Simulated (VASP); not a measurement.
## CaO: single point with PBE

Crystal: CaO.

```
CELL_PARAMETERS angstrom
4.05186 0.00000 0.00000
-2.02593 3.50901 0.00000
0.00000 0.00000 4.92839
ATOMIC_POSITIONS crystal
Ca 0.33333 0.66667 0.75000
Ca 0.66667 0.33333 0.25000
O 0.33333 0.66667 0.25000
O 0.66667 0.33333 0.75000
```

This cell differs from its parent crystal: strain +0.015 along x and y, +0.030 along z.

```json
{
 "Program": "VASP 6.6.1",
 "Task": "single point",
 "Functional": "PBE",
 "Potentials or basis": "VASP PAW PBE potentials, release 64 (Ca_sv, O)",
 "Cutoff": "520 eV",
 "k mesh": "9 × 9 × 6",
 "Occupations": "gaussian, width 0.05 eV",
 "Spin": "no spin polarisation"
}
```

```
Pressure               : -3.4 GPa
Band gap on the k mesh : 2.98 eV, direct
```

Stress tensor (GPa, compression positive):
```
-2.87  0.00  0.00
 0.00 -2.87  0.00
 0.00  0.00 -4.45
```

Levels at points of the mesh, in eV from the valence-band top:
```csv
k point,band 13,band 14,band 15,band 16,band 17,band 18,band 19,band 20
"(0.00, 0.00, 0.00)",-1.12,-1.04,-1.04,0.00,2.98,6.02,6.02,7.33
"(0.00, 0.00, 0.50)",-1.17,-1.17,-1.17,-1.17,4.78,4.78,7.47,7.47
```

Wall time 92 s on 1 thread of Intel Xeon 6975P-C (shared host), peak memory 0.22 GiB.

Caveat: the cell differs from its parent crystal (strain +0.015 along x and y, +0.030 along z). A k mesh can miss the band edges.
